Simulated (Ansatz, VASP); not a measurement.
Two plane-wave programs on Ir2Pt

```xyz
6
Lattice="0.0000 3.5451 3.5451 3.5451 0.0000 3.5451 3.5451 3.5451 0.0000" Properties=species:S:1:pos:R:3 pbc="T T T"
Ir    0.8863    2.6588    2.6588
Ir    0.8863    0.8863    0.8863
Ir    2.6588    2.6588    0.8863
Ir    2.6588    0.8863    2.6588
Pt    3.5451    3.5451    3.5451
Pt    5.3176    5.3176    5.3176
```

Change from the starting cell: species swapped into the YPt2 type (Fd-3m, No. 227).

Alike in both runs: task relaxation of cell and atoms; functional PBE; k mesh 4 × 4 × 4; occupations gaussian, width 0.1 eV; no spin polarisation.

|  | VASP | Ansatz |
| --- | --- | --- |
| version | VASP 6.6.1 | Ansatz 0.2.0 |
| potentials or method | VASP PAW PBE potentials, release 64 (Ir, Pt), cutoff 500 eV | scalar-relativistic, plane waves, PAW |
| valence electrons in the cell | 56 | 104 |

```tsv
	VASP	Ansatz	Ansatz less VASP
gap on the k mesh at the Fermi level, each at its own relaxed structure (eV)	none	none	-
relaxed volume (Å³/atom)	16.09	16.06	-0.030
relaxed cell length with the largest relative difference (Å)	5.149	5.146	-0.0032
```

A gap of «none» marks a metal or a gap that the smearing closes. VASP's potentials hold 56 valence electrons a cell and Ansatz's 104, so a difference there can come from the potentials and not from the codes.

The k mesh is coarse, so the values compare programs but aren't converged. Spin-orbit coupling is off throughout.
